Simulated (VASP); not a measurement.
# C (C2/m) in VASP: a series of runs

C is run at these levels: LDA; tasks: single point.

All numbers are computed with VASP 6.6.1; they aren't measurements. Logs are shortened: lines on timing, memory, paths and dates and some standing lists are left out, and cuts for length are marked.

### Step 1. The cell of the first run

Symmetry: C2/m, No. 12, monoclinic system. Conventional cell: a = 4.329 Å, b = 2.499 Å, c = 3.830 Å, α = 90.00°, β = 111.49°, γ = 90.00°. Within 1.9 Å of C (site symmetry m) lie 3 C at 1.44 Å.

### Step 2. Single point, LDA

File INCAR:

```
SYSTEM = C
ALGO = Normal ; EDIFF = 1E-6
ENCUT = 520 ; ISIF = 2
ISMEAR = 1 ; LASPH = .True.
LCHARG = .False. ; LREAL = .False.
LWAVE = .False. ; NBANDS = 11
NELM = 80 ; PREC = Accurate
SIGMA = 0.05
```

File KPOINTS:

```
k-points
0
Gamma
  14 14 8
  0 0 0
```

File POSCAR:

```
C
1.0
    2.1644862389     -1.2497414829      0.0000000000
    2.1644862389      1.2497414829      0.0000000000
   -1.4031630416      0.0000000000      3.5640272270
C
2
Direct
    0.8333555300      0.8333555300      0.0000930400
    0.1666444700      0.1666444700      0.9999069600
```

Potentials or basis: VASP PAW LDA potentials, release 64 (C).

Command:

```bash
$ cat potpaw_LDA.64/C/POTCAR > POTCAR
$ mpirun -np 1 vasp_std > vasp.out
```

OUTCAR:

```text
SYSTEM = C
   EDIFF = 1E-6
   ENCUT = 520
   ISIF = 2
   ISMEAR = 1
   LASPH = .True.
   LREAL = .False.
   NELM = 80
   PREC = Accurate

 ion  position               nearest neighbor table
   1  0.833  0.833  0.000-   2 1.44   2 1.44   2 1.44
   2  0.167  0.167  1.000-   1 1.44   1 1.44   1 1.44

  LATTYP: Found a base centered monoclinic cell.
 ALAT       =     4.3289724778
 B/A-ratio  =     0.5773848133
 C/A-ratio  =     0.8848045588
 COS(beta)  =    -0.3663329311

  Lattice vectors:

 A1 = (   2.1644862389,  -1.2497414829,   0.0000000000)
 A2 = (   2.1644862389,   1.2497414829,   0.0000000000)
 A3 = (  -1.4031630416,   0.0000000000,   3.5640272270)

Analysis of symmetry for initial positions (statically):
=====================================================================
 Subroutine PRICEL returns:
 Original cell was already a primitive cell.

 Routine SETGRP: Setting up the symmetry group for a
 base centered monoclinic supercell.

 Subroutine GETGRP returns: Found  4 space group operations
 (whereof  4 operations were pure point group operations)
 out of a pool of  4 trial point group operations.

The static configuration has the point symmetry C_2h.

Analysis of symmetry for dynamics (positions and initial velocities):
=====================================================================
 Subroutine PRICEL returns:
 Original cell was already a primitive cell.

 Routine SETGRP: Setting up the symmetry group for a
 base centered monoclinic supercell.

 Subroutine GETGRP returns: Found  4 space group operations
 (whereof  4 operations were pure point group operations)
 out of a pool of  4 trial point group operations.

The dynamic configuration has the point symmetry C_2h.

 Subroutine INISYM returns: Found  4 space group operations
 (whereof  4 operations are pure point group operations),
 and found     1 'primitive' translations

----------------------------------------------------------------------------------------

                                     Primitive cell

  volume of cell :      19.2817

  direct lattice vectors                    reciprocal lattice vectors
     2.164486239 -1.249741483  0.000000000     0.231001700 -0.400082743  0.090945727
     2.164486239  1.249741483  0.000000000     0.231001700  0.400082743  0.090945727
    -1.403163042  0.000000000  3.564027227     0.000000000  0.000000000  0.280581470

  length of vectors
     2.499370811  2.499370811  3.830294583     0.470849351  0.470849351  0.280581470

  position of ions in fractional coordinates (direct lattice)
     0.833355530  0.833355530  0.000093040
     0.166644470  0.166644470  0.999906960

  ion indices of the primitive-cell ions
   primitive index   ion index
                 1           1
                 2           2

----------------------------------------------------------------------------------------

 KPOINTS: k-points

Automatic generation of k-mesh.
 Grid dimensions read from file:
 generate k-points for:   14   14    8

 Generating k-lattice:

  Cartesian coordinates                     Fractional coordinates (reciprocal lattice)
     0.016500121 -0.028577339  0.006496123     0.071428571 -0.000000000  0.000000000
     0.016500121  0.028577339  0.006496123    -0.000000000  0.071428571  0.000000000
     0.000000000  0.000000000  0.035072684     0.000000000  0.000000000  0.125000000

  Length of vectors
     0.033632097  0.033632097  0.035072684

  Shift w.r.t. Gamma in fractional coordinates (k-lattice)
     0.000000000  0.000000000  0.000000000

 Subroutine IBZKPT returns following result:
 ===========================================

 Found    429 irreducible k-points:

 Following reciprocal coordinates:
            Coordinates               Weight
  0.000000  0.000000  0.000000      1.000000
  0.071429  0.000000 -0.000000      4.000000
  0.142857 -0.000000  0.000000      4.000000
  0.214286  0.000000 -0.000000      4.000000
  0.285714  0.000000 -0.000000      4.000000
  0.357143 -0.000000 -0.000000      4.000000
[... 16 lines left out ...]
  0.214286  0.142857  0.000000      4.000000
  0.285714  0.142857  0.000000      4.000000
 [... further k-points ...]
   k-points           NKPTS =    429   k-points in BZ     NKDIM =    429   number of bands    NBANDS=     11
   number of dos      NEDOS =    301   number of ions     NIONS =      2
   total plane-waves  NPLWV =  11200
   dimension x,y,z NGX =    20 NGY =   20 NGZ =   28
   dimension x,y,z NGXF=    40 NGYF=   40 NGZF=   56
   ions per type =               2
   NGX,Y,Z   is equivalent  to a cutoff of  13.30, 13.30, 12.15 a.u.
   NGXF,Y,Z  is equivalent  to a cutoff of  26.61, 26.61, 24.31 a.u.
 SYSTEM =  C
   PREC   = accura    normal or accurate (medium, high low for compatibility)
   ISTART =      0    job   : 0-new  1-cont  2-samecut
   ICHARG =      2    charge: 1-file 2-atom 10-const
   ISPIN  =      1    spin polarized calculation?
   LNONCOLLINEAR =      F non collinear calculations
   LSORBIT =      F    spin-orbit coupling
   LASPH  =      T    aspherical Exc in radial PAW
   ENCUT  =  520.0 eV  38.22 Ry    6.18 a.u.   4.65  4.65  7.12*2*pi/ulx,y,z
   NELM   =     80;   NELMIN=  2; NELMDL= -5     # of ELM steps
   EDIFF  = 0.1E-05   stopping-criterion for ELM
   LREAL  =      F    real-space projection
   EDIFFG = 0.1E-04   stopping-criterion for IOM
   NSW    =      0    number of steps for IOM
   IBRION =     -1    ionic relax: 0-MD 1-quasi-New 2-CG
   NFREE  =      0    steps in history (QN), initial steepest desc. (CG)
   ISIF   =      2    stress and relaxation
   ISYM   =      2    0-nonsym 1-usesym 2-fastsym
   POTIM  = 0.5000    time-step for ionic-motion
   TEBEG  =    0.0;   TEEND  =   0.0 temperature during run
   PSTRESS=    0.0 pullay stress
   NELECT =       8.0000    total number of electrons
   NUPDOWN=      -1.0000    fix difference up-down
   EMIN   =  10.00;   EMAX   =-10.00  energy-range for DOS
   EFERMI =   0.00;   METHOD = LEGACY
   ISMEAR =     1;   SIGMA  =   0.05  broadening in eV -4-tet -1-fermi 0-gaus
   EFERMI_NEDOS =   21; number of points for ismear=-14 and -15
   IALGO  =     38    algorithm
   IMIX   =      4    mixing-type and parameters
     AMIX     =   0.40;   BMIX     =  1.00
     AMIX_MAG =   1.60;   BMIX_MAG =  1.00
  volume/ion in A,a.u.               =       9.64        65.06
  Fermi-wavevector in a.u.,A,eV,Ry     =   1.221020  2.307393 20.284792  1.490890
  Thomas-Fermi vector in A             =   2.356217
   LORBIT       =      0    0 simple, 1 ext, 2 COOP (PROOUT), +10 PAW based schemes
   GGA     = CA    functional components
   LHFCALC =     F    Hartree Fock is set to
   AEXX    =    0.0000 exact exchange contribution
   IVDW    =     0    specifies the selected vdW correction
   LEPSILON=     F    determine dielectric tensor
   LRPA    =     F    only Hartree local field effects (RPA)
 non-spin polarized calculation
 Methfessel and Paxton  Order N= 1 SIGMA  =   0.05
  energy-cutoff  :      520.00
  volume of cell :       19.28
 maximum number of plane-waves:       533
   NGX =  9   NGY =  9   NGZ = 15

 number of electron       7.9999999 magnetization

 Free energy of the ion-electron system (eV)
  ---------------------------------------------------
  ext. energy  EPLUGINS =         0.00000000
  ---------------------------------------------------
  free energy    TOTEN  =       -20.16016088 eV

  energy without entropy =      -20.16017192  energy(sigma->0) =      -20.16016456

 E-fermi :   3.4998     XC(G=0): -10.2804

 val. band max:        3.4603922571   @ k =  -0.2857   0.3571   0.1250
 cond. band min:       4.2119508372   @ k =  -0.3571   0.3571   0.5000
 fundamental gap:      0.7515585801
 Fermi energy:         3.4998491862

 k-point     1 :       0.0000    0.0000    0.0000
  band No.  band energies     occupation
      1     -15.2723      2.00000
      2      -2.7659      2.00000
      3       0.7638      2.00000
      4       0.7671      2.00000
      5       7.3623      0.00000
      6      11.8193      0.00000
      7      11.8212      0.00000
      8      14.5871      0.00000
      9      15.7586      0.00000
     10      25.5881      0.00000
     11      26.7540      0.00000

 k-point     2 :       0.0714    0.0000   -0.0000
  band No.  band energies     occupation
      1     -15.1534      2.00000
      2      -2.6408      2.00000
      3       0.2999      2.00000
      4       0.5252      2.00000
      5       7.5308      0.00000
      6      11.8768      0.00000
      7      12.3122      0.00000
      8      14.1949      0.00000
      9      15.9697      0.00000
     10      25.9423      0.00000
     11      26.3417      0.00000

 k-point     3 :       0.1429   -0.0000    0.0000
  band No.  band energies     occupation
      1     -14.7979      2.00000
      2      -2.2674      2.00000
      3      -0.9196      2.00000
      4      -0.0738      2.00000
      5       8.0350      0.00000
      6      11.8882      0.00000
      7      13.1207      0.00000
      8      13.6509      0.00000
      9      16.6485      0.00000
     10      24.8724      0.00000
     11      26.8817      0.00000

 k-point     4 :       0.2143    0.0000   -0.0000
  band No.  band energies     occupation
      1     -14.2092      2.00000
      2      -2.5656      2.00000
      3      -1.6530      2.00000
      4      -0.8006      2.00000
      5       8.8661      0.00000
      6      11.5435      0.00000
      7      11.7655      0.00000
      8      15.5682      0.00000
      9      17.6940      0.00000
     10      23.0876      0.00000
     11      26.3190      0.00000
[... 239 lines left out ...]
 k-point    22 :       0.1429    0.1429    0.0000
  band No.  band energies     occupation
      1     -14.7862      2.00000
      2      -2.3770      2.00000
      3      -0.9064      2.00000
      4      -0.0848      2.00000
      5       8.2884      0.00000
      6      11.8577      0.00000
      7      13.0892      0.00000
      8      13.6506      0.00000
      9      16.6824      0.00000
     10      24.5358      0.00000
     11      26.8759      0.00000

 k-point    23 :       0.2143    0.1429    0.0000
  band No.  band energies     occupation
      1     -14.4273      2.00000
      2      -2.0529      2.00000
      3      -1.7934      2.00000
      4      -0.7398      2.00000
      5       8.9038      0.00000
      6      12.0686      0.00000
      7      12.2424      0.00000
      8      14.2368      0.00000
      9      17.6018      0.00000
     10      23.0829      0.00000
     11      27.3155      0.00000

 k-point    24 :       0.2857    0.1429    0.0000
  band No.  band energies     occupation
      1     -13.8376      2.00000
      2      -2.9353      2.00000
      3      -1.7645      2.00000
      4      -1.4787      2.00000
      5       9.8271      0.00000
      6      10.8100      0.00000
      7      12.9865      0.00000
      8      14.5172      0.00000
      9      19.1847      0.00000
     10      21.2384      0.00000
     11      26.6851      0.00000

 [... further k-points ...]
[... 5 lines left out ...]
  --------------------------------------------------------------------------------------
  -------------------------------------------------------------------------------------
  Total       -2.7945945     -2.8000346     -0.1487335      0.0000000      0.0000000     -0.0031199
  in kB     -232.2113038   -232.6633376    -12.3587154      0.0000000      0.0000000     -0.2592446
  external PRESSURE =    -159.0777856 kB  Pullay stress =       0.0000000 kB

 VOLUME and BASIS-vectors are now :
 -----------------------------------------------------------------------------
  energy-cutoff  :      520.00
  volume of cell :       19.28
      direct lattice vectors                 reciprocal lattice vectors
     2.164486239 -1.249741483  0.000000000     0.231001700 -0.400082743  0.090945727
     2.164486239  1.249741483  0.000000000     0.231001700  0.400082743  0.090945727
    -1.403163042  0.000000000  3.564027227     0.000000000  0.000000000  0.280581470

 POSITION                                       TOTAL-FORCE (eV/Angst)
 -----------------------------------------------------------------------------------
      3.60744      0.00000      0.00033         0.003779      0.000000     -0.002458
     -0.68163      0.00000      3.56370        -0.003779      0.000000      0.002458
 -----------------------------------------------------------------------------------
    total drift:                               -0.000000      0.000000      0.000000

  FREE ENERGIE OF THE ION-ELECTRON SYSTEM (eV)
  ---------------------------------------------------
  free  energy   TOTEN  =       -20.1601608765 eV

  energy  without entropy=      -20.1601719217  energy(sigma->0) =      -20.16016456
```

Wall time 38 s (1 thread of AMD EPYC 9R45 (Zen 5), shared host); peak memory 0.14 GiB.

Results:

* Free energy: -20.1602 eV
* Pressure: -15.9 GPa
* Largest force: 0.005 eV/Å
* Band gap on the k mesh: 0.75 eV, indirect (least direct gap 0.77 eV)

Forces in eV/Å, atoms in the order of the input:
```
C    0.004  0.000 -0.002
C   -0.004  0.000  0.002
```

Stress tensor (GPa, compression positive):
```
-23.22   0.00  -0.03
  0.00 -23.27   0.00
 -0.03   0.00  -1.24
```

A k mesh can miss the band edges. LDA gaps usually lie below the measured ones, often by a third to a half.

### Step 3. Single point, LDA

This run uses another cell than the first one, of 9.88 Å³/atom, 1.025 times its volume.

File INCAR:

```
SYSTEM = C
PREC     = Accurate       ! precision mode
ENCUT    = 520            ! plane-wave cutoff, eV
EDIFF    = 1E-6           ! SCF threshold, eV
ISMEAR   = 1              ! smearing method
SIGMA    = 0.05           ! smearing width, eV
LREAL    = .FALSE.        ! projectors in reciprocal space
LASPH    = .TRUE.         ! aspherical terms in the spheres
NELM     = 80             ! most SCF steps
ALGO     = Normal         ! electronic algorithm
ISIF     = 2              ! what is computed and relaxed
LWAVE    = .FALSE.        ! write WAVECAR
LCHARG   = .TRUE.         ! write CHGCAR
GGA      = CA             ! functional
LELF     = .TRUE.         ! ELF
LVHAR    = .TRUE.       
NBANDS   = 11             ! bands
```

File KPOINTS:

```
Automatic mesh
0
G
  14 14 8
  0 0 0
```

File POSCAR:

```
C
1.0
    2.1825999366     -1.2602000569      0.0000000000
    2.1825999366      1.2602000569      0.0000000000
   -1.4149055377      0.0000000000      3.5938531093
C
2
Direct
    0.8333555300      0.8333555300      0.0000930400
    0.1666444700      0.1666444700      0.9999069600
```

Potentials or basis: VASP PAW LDA potentials, release 64 (C).

Command:

```bash
$ cat potpaw_LDA.64/C/POTCAR > POTCAR
$ mpirun -np 1 vasp_std > vasp.out
```

Wall time 42 s (1 thread of AMD EPYC 9R45 (Zen 5), shared host); peak memory 0.14 GiB.

The run converged. Its results:

| Property | Result |
| --- | --- |
| Free energy | -20.1041 eV |
| Pressure | -21.1 GPa |
| Largest force | 0.005 eV/Å |
| Band gap on the k mesh | 0.74 eV, indirect (least direct gap 0.76 eV) |

Forces in eV/Å, atoms in the order of the input:
```
C    0.004  0.000 -0.003
C   -0.004  0.000  0.003
```

Stress tensor (GPa, compression positive):
```
-31.04   0.00  -0.02
  0.00 -31.08   0.00
 -0.02   0.00  -1.26
```

Levels at points of the mesh, in eV from the valence-band top:
```csv
k point,band 2,band 3,band 4,band 5,band 6,band 7
"(0.00, 0.00, 0.00)",-6.10,-2.71,-2.70,3.94,8.20,8.20
"(0.50, 0.00, 0.00)",-12.42,-5.86,-1.63,2.19,7.28,11.29
"(0.50, 0.50, 0.00)",-12.37,-5.90,-2.13,1.66,7.03,12.39
"(0.00, 0.00, 0.50)",-7.58,-2.71,-2.71,8.16,8.17,9.14
"(0.50, 0.00, 0.50)",-12.36,-5.89,-2.17,1.61,7.03,12.46
"(0.50, 0.50, 0.50)",-12.42,-5.86,-1.67,2.14,7.28,11.37
```
